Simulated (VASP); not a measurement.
TaN: single point with r2SCAN

TaN:

```xyz
2
Lattice="2.7648 0.0000 0.0000 -1.3824 2.3944 0.0000 0.0000 0.0000 3.2556" Properties=species:S:1:pos:R:3 pbc="T T T"
Ta    0.0000    1.5962    1.6278
N     0.0000    0.0000    0.0000
```

This cell differs from its parent crystal: ratio of the length along z to the lengths across it x 1.2, volume and fractional coordinates fixed.

* Program: VASP 6.6.1
* Task: single point
* Functional: r2SCAN
* Potentials or basis: VASP PAW PBE potentials, release 64 (Ta_sv_GW, N)
* Cutoff: 770 eV
* k mesh: 24 × 24 × 18
* Occupations: gaussian, width 0.15 eV
* Spin: no spin polarisation
* Dipole correction: no
* Further INCAR settings: ALGO = Normal; EDIFF = 1e-06; NBANDS = 16

```
Pressure               : 1.1 GPa
Band gap on the k mesh : zero (bands 9 and 10 overlap by 0.13 eV)
```

Stress tensor (GPa, compression positive):
```
 41.01   0.00   0.00
  0.00  41.01   0.00
  0.00   0.00 -78.62
```

Levels at points of the mesh, in eV from the Fermi level:
| k point | band 7 | band 8 | band 9 | band 10 | band 11 | band 12 |
| --- | --- | --- | --- | --- | --- | --- |
| (0.00, 0.00, 0.00) | -3.67 | -2.89 | -2.89 | 2.98 | 2.98 | 4.54 |
| (0.50, 0.00, 0.00) | -6.26 | -3.90 | -1.88 | 3.06 | 4.75 | 5.77 |
| (0.00, 0.00, 0.50) | -1.81 | -1.81 | -0.25 | -0.08 | -0.08 | 4.99 |
| (0.50, 0.00, 0.50) | -6.21 | -4.02 | -1.03 | 4.00 | 4.66 | 6.96 |

It took 8.1 min on 1 thread of Intel(R) Xeon(R) 6975P-C (Granite Rapids) (shared host), peak memory 0.52 GiB.

Caveat: the stress differs along the axes, from -79 to 41 GPa; the PAW data sets were made with another functional, which shifts forces and pressure a little; spin-orbit coupling is left out, which moves the levels of the heavy elements.
